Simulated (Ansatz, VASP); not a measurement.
**MnS: VASP beside Ansatz**

File POSCAR:

```
MnS
1.0
    0.0000000000      2.8787313141      2.8787313141
    2.8787313141      0.0000000000      2.8787313141
    2.8787313141      2.8787313141      0.0000000000
Mn S
1 1
Direct
    0.0000000000      0.0000000000      0.0000000000
    0.2500000000      0.2500000000      0.2500000000
```

Contents of INCAR.step1:

```
SYSTEM = MnS
ALGO = Normal
EDIFF = 1E-4
ENCUT = 520
GGA = PE
ISMEAR = 0
ISPIN = 2
LASPH = .True.
LCHARG = .False.
LMAXMIX = 4
LREAL = .False.
LWAVE = .True.
MAGMOM = 4.76 0.12
NBANDS = 20
NELM = 150
PREC = Accurate
SIGMA = 0.02
```

INCAR.step2

```
SYSTEM = MnS
ALGO = Normal
EDIFF = 1E-6
ENCUT = 520
ISIF = 2
ISMEAR = 0
ISPIN = 2
ISTART = 1
LASPH = .True.
LCHARG = .False.
LMAXMIX = 4
LMIXTAU = .True.
LORBIT = 11
LREAL = .False.
LWAVE = .False.
MAGMOM = 4.76 0.12
METAGGA = R2SCAN
NBANDS = 20
NELM = 150
PREC = Accurate
SIGMA = 0.02
```

Contents of KPOINTS:

```
k-points
0
Gamma
  12 12 12
  0 0 0
```

Input for Ansatz:

```yaml
crystal:
  lattice:
    - [0.0, 2.8787313141, 2.8787313141]
    - [2.8787313141, 0.0, 2.8787313141]
    - [2.8787313141, 2.8787313141, 0.0]
  atoms:
    - { symbol: Mn, position: [0.0, 0.0, 0.0], spin: 4.76 }
    - { symbol: S, position: [0.25, 0.25, 0.25], spin: 0.12 }
basis:
  ecutwfc: 500
kpoints:
  mp_grid: { grid: [12, 12, 12] }
hamiltonian:
  xc: r2scan
scf:
  occupations: { method: gaussian, width: 0.02 }
output:
  forces: true
  stress: true
  eigenvalues: true
  populations: true
magnetization:
  spin_polarized: true
```

Alike in both runs: task single point; functional r2SCAN; k mesh 12 × 12 × 12; occupations gaussian, width 0.02 eV; collinear spin.

|  | VASP | Ansatz |
| --- | --- | --- |
| version | VASP 6.6.1 | Ansatz 0.2.0 |
| potentials or method | VASP PAW PBE potentials, release 64 (Mn_pv, S), cutoff 520 eV | scalar-relativistic, plane waves, PAW |
| valence electrons in the cell | 19 | 21 |

Ansatz gave:

| Item | Value |
| --- | --- |
| gap on the k mesh at the Fermi level (eV) | 1.07 |
| least direct gap on the mesh (eV) | 1.18 |
| pressure (GPa) | -3.4 |
| net moment per atom (μB) | 2.50 |
| size of the moment on the site where the two differ most (μB) | 4.38 |

**Question.** Estimate VASP's values.

**Answer.** gap on the k mesh at the Fermi level (eV): 1.07; least direct gap on the mesh (eV): 1.19; pressure (GPa): -3.3; net moment per atom (μB): 2.50; size of the moment on the site where the two differ most (μB): 4.50.

VASP's potentials were made for PBE, not for r2SCAN. Site moments also hang on the region over which each program counts them. The functional is the same, so the differences come from potentials, cutoffs and numerics. VASP's potentials hold 19 valence electrons a cell and Ansatz's 21, so a difference there can come from the potentials and not from the codes. Ansatz's warnings: stability check not made.
